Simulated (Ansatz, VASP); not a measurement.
# Zn in VASP and in Ansatz

```
CELL_PARAMETERS angstrom
2.61873 0.00000 0.00000
-1.30936 2.26788 0.00000
0.00000 0.00000 4.83890
ATOMIC_POSITIONS crystal
Zn 0.33333 0.66667 0.25000
Zn 0.66667 0.33333 0.75000
```

Alike in both runs: task single point; functional r2SCAN; k mesh 15 × 15 × 7; occupations fermi-dirac, width 0.1 eV; no spin polarisation.

|  | VASP | Ansatz |
| --- | --- | --- |
| version | VASP 6.6.1 | Ansatz 0.2.0 |
| potentials or method | VASP PAW PBE potentials, release 64 (Zn), cutoff 520 eV | plane waves (500 eV) with PAW, scalar-relativistic |
| valence electrons in the cell | 24 | 24 |

|  | VASP | Ansatz | Ansatz less VASP |
| --- | --- | --- | --- |
| pressure (GPa) | 0.5 | 0.0 | -0.50 |
| traceless stress, the component that is largest in VASP (GPa) | 2.19 | 2.33 | +0.142 |

VASP's potentials were made for PBE, not for r2SCAN.
